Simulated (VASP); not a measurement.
Crystal: Mg2SO.

```xyz
4
Lattice="3.4489 0.0000 0.0000 0.0000 3.4489 0.0000 0.0000 0.0000 4.8775" Properties=species:S:1:pos:R:3 pbc="T T T"
O     0.0000    0.0000    0.0000
Mg    0.0000    1.7244    3.6581
Mg    1.7244    0.0000    1.2194
S     1.7244    1.7244    2.4387
```

* Program: VASP 6.6.1
* Task: relaxation of cell and atoms
* Functional: PBE
* Potentials or basis: VASP PAW PBE potentials, release 64 (O, Mg, S)
* Cutoff: 600 eV
* k mesh: 6 × 6 × 6
* Occupations: fermi-dirac, width 0.02 eV
* Spin: no spin polarisation

At the start: pressure 25.3 GPa; volume 14.50 Å³/atom.

**Question.** How do energy, volume and symmetry change on relaxing?

**Answer.** Over 16 steps the energy falls by 484.4 meV/atom and the volume is 16.88 Å³/atom (+16.4 %); space group P-4m2 (No. 115, to 0.05 Å).

The path:
| step | energy change (eV) | largest force (eV/Å) | pressure (GPa) | volume (Å³) |
| --- | --- | --- | --- | --- |
| 1 | 0.0000 | 5.3315 | 25.34 | 58.02 |
| 2 | -1.5527 | 0.1059 | -9.10 | 79.49 |
| 3 | -1.7935 | 0.8927 | -3.65 | 72.34 |
| 4 | -1.7937 | 0.9477 | -3.33 | 72.03 |
| 5 | -1.9075 | 0.4579 | -1.15 | 69.12 |
| 6 | -1.9289 | 0.1040 | 0.60 | 67.29 |
| 7 | -1.9289 | 0.1227 | 0.50 | 67.38 |
| 8 | -1.9316 | 0.0304 | -0.09 | 67.82 |
| 9 | -1.9319 | 0.0073 | -0.32 | 68.00 |
| 10 | -1.9338 | 0.0166 | -0.20 | 67.86 |
| 11 | -1.9368 | 0.0362 | 0.13 | 67.47 |
| 12 | -1.9371 | 0.0417 | 0.25 | 67.30 |
| 13 | -1.9375 | 0.0017 | -0.27 | 67.72 |
| 14 | -1.9376 | 0.0137 | -0.08 | 67.57 |
| 15 | -1.9376 | 0.0148 | 0.06 | 67.47 |
| 16 | -1.9377 | 0.0033 | -0.02 | 67.51 |

Final structure:
```cif
data_structure
_symmetry_space_group_name_H-M 'P 1'
_symmetry_Int_Tables_number 1
_cell_length_a 3.6823
_cell_length_b 3.6823
_cell_length_c 4.9790
_cell_angle_alpha 90.000
_cell_angle_beta 90.000
_cell_angle_gamma 90.000
_cell_volume 67.51
loop_
_atom_site_label
_atom_site_type_symbol
_atom_site_fract_x
_atom_site_fract_y
_atom_site_fract_z
_atom_site_occupancy
O1 O 0.00000 0.00000 0.00000 1
Mg1 Mg 0.00000 0.50000 0.80866 1
Mg2 Mg 0.50000 0.00000 0.19134 1
S1 S 0.50000 0.50000 0.50000 1
```

Caveat: the volume moved by over 15 % at a fixed basis, so the end points are rough.
